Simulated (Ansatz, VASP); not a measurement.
## NaH in VASP and in Ansatz

```
Na H
1.0
     0.07479    2.59692    2.59692
     2.59692    0.07479    2.59692
     2.67171    2.67171    0.00000
Na H
1 1
Direct
  0.00557 0.00557 0.99443
  0.24443 0.24443 0.25557
```

Change from the starting cell: shear_xy strain +5.8%.

Alike in both runs: task single point; functional PBE; k mesh 8 × 8 × 8; occupations fermi-dirac, width 0.02 eV; no spin polarisation.

```csv
,VASP,Ansatz
version,VASP 6.6.1,Ansatz 0.2.0
potentials or method,"VASP PAW PBE potentials, release 64 (Na_pv, H)","plane waves, PAW"
plane-wave cutoff (eV),520,420
valence electrons in the cell,8,10
```

```tsv
	VASP	Ansatz	Ansatz less VASP
gap on the k mesh at the Fermi level (eV)	3.46	3.47	+0.003
pressure (GPa)	0.2	0.2	+0.01
traceless stress, the component that is largest in VASP (GPa)	-0.78	-0.78	+0.001
```

VASP's potentials hold 8 valence electrons a cell and Ansatz's 10, so a difference there can come from the potentials and not from the codes.
